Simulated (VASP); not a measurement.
# SrTe (Fm-3m) in VASP: further runs

The runs below take SrTe through single point, with PBEsol.

All numbers are computed with VASP 6.6.1; they aren't measurements. Logs are shortened: lines on timing, memory, paths and dates and some standing lists are left out, and cuts for length are marked.

### Step 1. The cell of the first run

Symmetry: Fm-3m, No. 225, cubic system. Conventional cell: a = 6.470 Å, b = 6.470 Å, c = 6.470 Å, α = 90.00°, β = 90.00°, γ = 90.00°. Within 4.3 Å of Sr (site symmetry m-3m) lie 6 Te at 3.23 Å. Within 4.3 Å of Te (site symmetry m-3m) lie 6 Sr at 3.23 Å.

### Step 2. Single point, PBEsol

INCAR

```
SYSTEM = SrTe
PREC     = Accurate       ! precision mode
ENCUT    = 500            ! plane-wave cutoff, eV
EDIFF    = 1E-6           ! SCF threshold, eV
ISMEAR   = 0              ! smearing method
SIGMA    = 0.05           ! smearing width, eV
LREAL    = .FALSE.        ! projectors in reciprocal space
LASPH    = .TRUE.         ! aspherical terms in the spheres
NELM     = 120            ! most SCF steps
ALGO     = Normal         ! electronic algorithm
ISIF     = 2              ! what is computed and relaxed
LWAVE    = .FALSE.        ! write WAVECAR
LCHARG   = .FALSE.        ! write CHGCAR
GGA      = PS             ! functional
NBANDS   = 15             ! bands
GGA_COMPAT= .FALSE.
```

KPOINTS

```
Automatic mesh
0
G
  10 10 10
  0 0 0
```

POSCAR

```
SrTe
1.0
    0.0000000000      3.2349999084      3.2349999084
    3.2349999084      0.0000000000      3.2349999084
    3.2349999084      3.2349999084      0.0000000000
Sr Te
1 1
Direct
    0.5000000000      0.5000000000      0.5000000000
    0.0000000000      0.0000000000      0.0000000000
```

Potentials or basis: VASP PAW PBE potentials, release 64 (Sr_sv, Te).

Command:

```console
$ cat potpaw_PBE.64/Sr_sv/POTCAR potpaw_PBE.64/Te/POTCAR > POTCAR
$ mpirun -np 1 vasp_std > vasp.out
```

OUTCAR:

```text
SYSTEM = SrTe
   PREC = Accurate
   ENCUT = 500
   EDIFF = 1E-6
   ISMEAR = 0
   LREAL = .FALSE.
   LASPH = .TRUE.
   NELM = 120
   ISIF = 2
   GGA = PS

 ion  position               nearest neighbor table
   1  0.500  0.500  0.500-   2 3.23   2 3.23   2 3.23   2 3.23   2 3.23   2 3.23
   2  0.000  0.000  0.000-   1 3.23   1 3.23   1 3.23   1 3.23   1 3.23   1 3.23

  LATTYP: Found a face centered cubic cell.
 ALAT       =     6.4699998168

  Lattice vectors:

 A1 = (   0.0000000000,   3.2349999084,   3.2349999084)
 A2 = (   3.2349999084,   0.0000000000,   3.2349999084)
 A3 = (   3.2349999084,   3.2349999084,   0.0000000000)

Analysis of symmetry for initial positions (statically):
=====================================================================
 Subroutine PRICEL returns:
 Original cell was already a primitive cell.

 Routine SETGRP: Setting up the symmetry group for a
 face centered cubic supercell.

 Subroutine GETGRP returns: Found 48 space group operations
 (whereof 48 operations were pure point group operations)
 out of a pool of 48 trial point group operations.

The static configuration has the point symmetry O_h .

Analysis of symmetry for dynamics (positions and initial velocities):
=====================================================================
 Subroutine PRICEL returns:
 Original cell was already a primitive cell.

 Routine SETGRP: Setting up the symmetry group for a
 face centered cubic supercell.

 Subroutine GETGRP returns: Found 48 space group operations
 (whereof 48 operations were pure point group operations)
 out of a pool of 48 trial point group operations.

The dynamic configuration has the point symmetry O_h .

 Subroutine INISYM returns: Found 48 space group operations
 (whereof 48 operations are pure point group operations),
 and found     1 'primitive' translations

----------------------------------------------------------------------------------------

                                     Primitive cell

  volume of cell :      67.7100

  direct lattice vectors                    reciprocal lattice vectors
     0.000000000  3.234999908  3.234999908    -0.154559510  0.154559510  0.154559510
     3.234999908  0.000000000  3.234999908     0.154559510 -0.154559510  0.154559510
     3.234999908  3.234999908  0.000000000     0.154559510  0.154559510 -0.154559510

  length of vectors
     4.574980745  4.574980745  4.574980745     0.267704924  0.267704924  0.267704924

  position of ions in fractional coordinates (direct lattice)
     0.500000000  0.500000000  0.500000000
     0.000000000  0.000000000  0.000000000

  ion indices of the primitive-cell ions
   primitive index   ion index
                 1           1
                 2           2

----------------------------------------------------------------------------------------

 KPOINTS: Automatic mesh

Automatic generation of k-mesh.
 Grid dimensions read from file:
 generate k-points for:   10   10   10

 Generating k-lattice:

  Cartesian coordinates                     Fractional coordinates (reciprocal lattice)
    -0.015455951  0.015455951  0.015455951     0.100000000  0.000000000  0.000000000
     0.015455951 -0.015455951  0.015455951     0.000000000  0.100000000  0.000000000
     0.015455951  0.015455951 -0.015455951     0.000000000  0.000000000  0.100000000

  Length of vectors
     0.026770492  0.026770492  0.026770492

  Shift w.r.t. Gamma in fractional coordinates (k-lattice)
     0.000000000  0.000000000  0.000000000

 Subroutine IBZKPT returns following result:
 ===========================================

 Found     47 irreducible k-points:

 Following reciprocal coordinates:
            Coordinates               Weight
  0.000000  0.000000  0.000000      1.000000
  0.100000  0.000000  0.000000      8.000000
  0.200000  0.000000  0.000000      8.000000
  0.300000  0.000000  0.000000      8.000000
  0.400000  0.000000  0.000000      8.000000
  0.500000  0.000000  0.000000      4.000000
[... 16 lines left out ...]
  0.300000  0.300000  0.000000      6.000000
  0.400000  0.300000  0.000000     24.000000
 [... further k-points ...]
   k-points           NKPTS =     47   k-points in BZ     NKDIM =     47   number of bands    NBANDS=     15
   number of dos      NEDOS =    301   number of ions     NIONS =      2
   total plane-waves  NPLWV =  46656
   dimension x,y,z NGX =    36 NGY =   36 NGZ =   36
   dimension x,y,z NGXF=    72 NGYF=   72 NGZF=   72
   ions per type =               1   1
   NGX,Y,Z   is equivalent  to a cutoff of  13.08, 13.08, 13.08 a.u.
   NGXF,Y,Z  is equivalent  to a cutoff of  26.16, 26.16, 26.16 a.u.
 SYSTEM =  SrTe
   PREC   = accura    normal or accurate (medium, high low for compatibility)
   ISTART =      0    job   : 0-new  1-cont  2-samecut
   ICHARG =      2    charge: 1-file 2-atom 10-const
   ISPIN  =      1    spin polarized calculation?
   LNONCOLLINEAR =      F non collinear calculations
   LSORBIT =      F    spin-orbit coupling
   LASPH  =      T    aspherical Exc in radial PAW
   ENCUT  =  500.0 eV  36.75 Ry    6.06 a.u.   8.34  8.34  8.34*2*pi/ulx,y,z
   NELM   =    120;   NELMIN=  2; NELMDL= -5     # of ELM steps
   EDIFF  = 0.1E-05   stopping-criterion for ELM
   LREAL  =      F    real-space projection
   EDIFFG = 0.1E-04   stopping-criterion for IOM
   NSW    =      0    number of steps for IOM
   IBRION =     -1    ionic relax: 0-MD 1-quasi-New 2-CG
   NFREE  =      0    steps in history (QN), initial steepest desc. (CG)
   ISIF   =      2    stress and relaxation
   ISYM   =      2    0-nonsym 1-usesym 2-fastsym
   POTIM  = 0.5000    time-step for ionic-motion
   TEBEG  =    0.0;   TEEND  =   0.0 temperature during run
   PSTRESS=    0.0 pullay stress
   NELECT =      16.0000    total number of electrons
   NUPDOWN=      -1.0000    fix difference up-down
   EMIN   =  10.00;   EMAX   =-10.00  energy-range for DOS
   EFERMI =   0.00;   METHOD = LEGACY
   ISMEAR =     0;   SIGMA  =   0.05  broadening in eV -4-tet -1-fermi 0-gaus
   EFERMI_NEDOS =   21; number of points for ismear=-14 and -15
   IALGO  =     38    algorithm
   IMIX   =      4    mixing-type and parameters
     AMIX     =   0.40;   BMIX     =  1.00
     AMIX_MAG =   1.60;   BMIX_MAG =  1.00
  volume/ion in A,a.u.               =      33.85       228.46
  Fermi-wavevector in a.u.,A,eV,Ry     =   1.012117  1.912623 13.937537  1.024380
  Thomas-Fermi vector in A             =   2.145207
   LORBIT       =      0    0 simple, 1 ext, 2 COOP (PROOUT), +10 PAW based schemes
   GGA     = PS    functional components
   LHFCALC =     F    Hartree Fock is set to
   AEXX    =    0.0000 exact exchange contribution
   IVDW    =     0    specifies the selected vdW correction
   LEPSILON=     F    determine dielectric tensor
   LRPA    =     F    only Hartree local field effects (RPA)
 non-spin polarized calculation
 Gauss-broadening in eV      SIGMA  =   0.05
  energy-cutoff  :      500.00
  volume of cell :       67.71
 maximum number of plane-waves:      1759
 NGX is ok and might be reduce to    36
   NGX = 17   NGY = 17   NGZ = 17

 number of electron      16.0000000 magnetization

 Free energy of the ion-electron system (eV)
  ---------------------------------------------------
  ext. energy  EPLUGINS =         0.00000000
  ---------------------------------------------------
  free energy    TOTEN  =        -8.79643600 eV

  energy without entropy =       -8.79643600  energy(sigma->0) =       -8.79643600

 E-fermi :   3.7089     XC(G=0):  -9.0347

 val. band max:        3.3966735469   @ k =   0.0000   0.0000   0.0000
 cond. band min:       4.7490804925   @ k =   0.5000   0.5000   0.0000
 fundamental gap:      1.3524069456
 Fermi energy:         3.7088750533

 k-point     1 :       0.0000    0.0000    0.0000
  band No.  band energies     occupation
      1     -30.9782      2.00000
      2     -13.0185      2.00000
      3     -13.0185      2.00000
      4     -13.0185      2.00000
      5      -6.9148      2.00000
      6       3.3967      2.00000
      7       3.3967      2.00000
      8       3.3967      2.00000
      9       6.4985      0.00000
     10       6.4985      0.00000
     11       6.4985      0.00000
     12       6.5001      0.00000
     13       7.2759      0.00000
     14       7.2759      0.00000
     15      10.7350      0.00000

 k-point     2 :       0.1000    0.0000    0.0000
  band No.  band energies     occupation
      1     -30.9775      2.00000
      2     -13.0390      2.00000
      3     -13.0192      2.00000
      4     -13.0192      2.00000
      5      -6.8422      2.00000
      6       2.8675      2.00000
      7       3.2069      2.00000
      8       3.2069      2.00000
      9       6.4689      0.00000
     10       6.6533      0.00000
     11       6.6533      0.00000
     12       7.1205      0.00000
     13       7.5932      0.00000
     14       7.5932      0.00000
     15      11.1258      0.00000

 k-point     3 :       0.2000    0.0000    0.0000
  band No.  band energies     occupation
      1     -30.9756      2.00000
      2     -13.0915      2.00000
      3     -13.0211      2.00000
      4     -13.0211      2.00000
      5      -6.6459      2.00000
      6       1.9026      2.00000
      7       2.8073      2.00000
      8       2.8073      2.00000
      9       6.4692      0.00000
     10       7.0472      0.00000
     11       7.0472      0.00000
     12       8.3238      0.00000
     13       8.4236      0.00000
     14       8.4236      0.00000
     15      11.9980      0.00000
[... 343 lines left out ...]
 k-point    23 :       0.3000    0.3000    0.0000
  band No.  band energies     occupation
      1     -30.9716      2.00000
      2     -13.1200      2.00000
      3     -13.0527      2.00000
      4     -13.0527      2.00000
      5      -6.4384      2.00000
      6       1.1238      2.00000
      7       2.7269      2.00000
      8       2.7269      2.00000
      9       5.1897      0.00000
     10       7.6894      0.00000
     11       7.8846      0.00000
     12       9.0375      0.00000
     13       9.0375      0.00000
     14      10.5315      0.00000
     15      12.5030      0.00000

 k-point    24 :       0.4000    0.3000    0.0000
  band No.  band energies     occupation
      1     -30.9702      2.00000
      2     -13.1390      2.00000
      3     -13.0622      2.00000
      4     -13.0575      2.00000
      5      -6.3631      2.00000
      6       1.0534      2.00000
      7       2.4202      2.00000
      8       2.5877      2.00000
      9       5.2671      0.00000
     10       8.0526      0.00000
     11       8.2221      0.00000
     12       9.4166      0.00000
     13       9.4297      0.00000
     14       9.8628      0.00000
     15      12.2390      0.00000

 [... further k-points ...]

------------------------ aborting loop because EDIFF is reached ----------------------------------------

  FORCE on cell =-STRESS in cart. coord.  units (eV):
  Direction    XX          YY          ZZ          XY          YZ          ZX
  --------------------------------------------------------------------------------------
  -------------------------------------------------------------------------------------
  Total        1.1510579      1.1510579      1.1510579     -0.0000000     -0.0000000     -0.0000000
  in kB       27.2367291     27.2367291     27.2367291     -0.0000000     -0.0000000     -0.0000000
  external PRESSURE =      27.2367291 kB  Pullay stress =       0.0000000 kB

 VOLUME and BASIS-vectors are now :
 -----------------------------------------------------------------------------
  energy-cutoff  :      500.00
  volume of cell :       67.71
      direct lattice vectors                 reciprocal lattice vectors
     0.000000000  3.234999908  3.234999908    -0.154559510  0.154559510  0.154559510
     3.234999908  0.000000000  3.234999908     0.154559510 -0.154559510  0.154559510
     3.234999908  3.234999908  0.000000000     0.154559510  0.154559510 -0.154559510

 POSITION                                       TOTAL-FORCE (eV/Angst)
 -----------------------------------------------------------------------------------
      3.23500      3.23500      3.23500        -0.000000      0.000000     -0.000000
      0.00000      0.00000      0.00000         0.000000     -0.000000      0.000000
 -----------------------------------------------------------------------------------
    total drift:                                0.000000      0.000000      0.000000

  FREE ENERGIE OF THE ION-ELECTRON SYSTEM (eV)
  ---------------------------------------------------
  free  energy   TOTEN  =        -8.7964359961 eV

  energy  without entropy=       -8.7964359961  energy(sigma->0) =       -8.79643600
```

It took 17 s on 1 thread of Intel Xeon 6975P-C (Granite Rapids), shared host; peak memory 0.23 GiB.

What came out:

```yaml
Free_energy: -8.7964 eV
Pressure: 2.7 GPa
Band_gap_on_the_k_mesh: 1.35 eV, indirect (least direct gap 2.17 eV)
```

Caveat: the PAW data sets were made with another functional, which shifts forces and pressure a little; spin-orbit coupling is left out, which moves the levels of the heavy elements. A hybrid or GW would open this gap; PBEsol tends to underestimate it.

### Step 3. Single point, PBEsol, non-collinear spin, zero start, spin-orbit coupling (volume scaled by 0.96)

INCAR

```
SYSTEM = SrTe
PREC = Accurate ; ENCUT = 500
EDIFF = 1E-6 ; ISMEAR = 0
SIGMA = 0.05 ; LREAL = .FALSE.
LASPH = .TRUE. ; NELM = 200
ALGO = Normal ; ISIF = 2
LWAVE = .FALSE. ; LCHARG = .FALSE.
LNONCOLLINEAR = .TRUE. ; MAGMOM = 0 0 0 0 0 0
LORBIT = 11 ; LSORBIT = .TRUE.
GGA_COMPAT = .FALSE. ; LORBMOM = .TRUE.
GGA = PS ; NBANDS = 28
```

KPOINTS

```
regular mesh
0
G
  6 6 6
  0 0 0
```

POSCAR

```
SrTe
1.0
    0.0000000000      3.1912783338      3.1912783338
    3.1912783338      0.0000000000      3.1912783338
    3.1912783338      3.1912783338      0.0000000000
Sr Te
1 1
Direct
    0.5000000000      0.5000000000      0.5000000000
    0.0000000000      0.0000000000      0.0000000000
```

Potentials or basis: VASP PAW PBE potentials, release 64 (Sr_sv, Te).

Command:

```console
$ cat potpaw_PBE.64/Sr_sv/POTCAR potpaw_PBE.64/Te/POTCAR > POTCAR
$ mpirun -np 1 vasp_ncl > vasp.out
```

Run time: 38 s. Hardware: 1 thread of Intel Xeon 6975P-C (Granite Rapids), shared host; peak memory 0.38 GiB.

It converged, with:

```yaml
Free_energy: -8.9100 eV
Pressure: 4.8 GPa
Net_moment: 0.00 μB per cell
Valence_electrons_inside_the_program's_atomic_spheres: Sr 8.04; Te 3.54
```

Moments on the atoms (μB; x, y, z):
```
Sr  0.00 0.00 0.00
Te  0.00 0.00 0.00
```

Caveat: the PAW data sets were made with another functional, which shifts forces and pressure a little.

### Step 4. Single point, PBEsol, non-collinear spin, zero start, spin-orbit coupling

INCAR

```
SYSTEM = SrTe
ALGO = Normal
EDIFF = 1E-6
ENCUT = 500
GGA = PS
GGA_COMPAT = .FALSE.
ISIF = 2
ISMEAR = 0
LASPH = .TRUE.
LCHARG = .TRUE.
LORBIT = 11
LORBMOM = .TRUE.
LREAL = .FALSE.
LSORBIT = .TRUE.
LVHAR = .TRUE.
LWAVE = .FALSE.
MAGMOM = 0 0 0 0 0 0
NBANDS = 28
NELM = 200
PREC = Accurate
SIGMA = 0.05
```

KPOINTS

```
k-points
0
G
  6 6 6
  0 0 0
```

POSCAR

```
SrTe
1.0
    0.0000000000      3.2349999084      3.2349999084
    3.2349999084      0.0000000000      3.2349999084
    3.2349999084      3.2349999084      0.0000000000
Sr Te
1 1
Direct
    0.5000000000      0.5000000000      0.5000000000
    0.0000000000      0.0000000000      0.0000000000
```

Command:

```console
$ cat potpaw_PBE.64/Sr_sv/POTCAR potpaw_PBE.64/Te/POTCAR > POTCAR
$ mpirun -np 1 vasp_ncl > vasp.out
```

Wall time 37 s (1 thread of Intel Xeon 6975P-C (Granite Rapids), shared host); peak memory 0.4 GiB.

It converged, with:

```
Free energy                                           : -8.9736 eV
Pressure                                              : 2.8 GPa
Net moment                                            : 0.00 μB per cell
Valence electrons inside the program's atomic spheres : Sr 8.01; Te 3.52
```

Moments on the atoms (μB; x, y, z):
```
Sr  0.00 0.00 0.00
Te  0.00 0.00 0.00
```

Caveat: the PAW data sets were made with another functional, which shifts forces and pressure a little.

### Step 5. The runs side by side

```tsv
spin	cell	k mesh	pressure (GPa)	moment (μB)
off	a = 4.575 Å, angles 60.0°, 2 atoms	10 × 10 × 10	2.7	-
non-collinear, zero start, SOC	a = 4.513 Å, angles 60.0°, 2 atoms	6 × 6 × 6	4.8	0.00
non-collinear, zero start, SOC	a = 4.575 Å, angles 60.0°, 2 atoms	6 × 6 × 6	2.8	0.00
```

Alike in all rows: task single point; level PBEsol; potentials or basis VASP PAW PBE potentials, release 64 (Sr_sv, Te); cutoff (eV) 500; smearing gaussian 0.05 eV.

Caveats: the PAW data sets were made with another functional, which shifts forces and pressure a little; spin-orbit coupling is left out, which moves the levels of the heavy elements (some runs).

Total energies depend on the potentials used, so only differences within one code and one set of settings carry meaning.
